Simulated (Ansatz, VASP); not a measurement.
# Two plane-wave programs on NaH

```
Na H
1.0
    -0.00599    2.39751    2.39751
     2.39751   -0.00599    2.39751
     2.39152    2.39152    0.00000
Na H
1 1
Direct
  0.00000 0.00000 0.00000
  0.50000 0.50000 0.50000
```

Change from the starting cell: shear_xy strain -0.5%.

Alike in both runs: task single point; functional r2SCAN; k mesh 10 × 10 × 10; no spin polarisation.

```csv
,VASP,Ansatz
version,VASP 6.6.1,Ansatz 0.2.0
potentials or method,"VASP PAW PBE potentials, release 64 (Na_pv, H)","plane waves, PAW"
plane-wave cutoff (eV),520,500
occupations,"gaussian, width 0.01 eV",fixed
valence electrons in the cell,8,10
```

VASP gave:

```
gap on the k mesh at the Fermi level (eV)                     : 4.41
pressure (GPa)                                                : -0.3
traceless stress, the component that is largest in VASP (GPa) : 0.11
```

Which values does Ansatz return?

gap on the k mesh at the Fermi level (eV): 4.40; pressure (GPa): 0.0; traceless stress, the component that is largest in VASP (GPa): 0.12.

VASP's potentials were made for PBE, not for r2SCAN. VASP's potentials hold 8 valence electrons a cell and Ansatz's 10, so a difference there can come from the potentials and not from the codes.
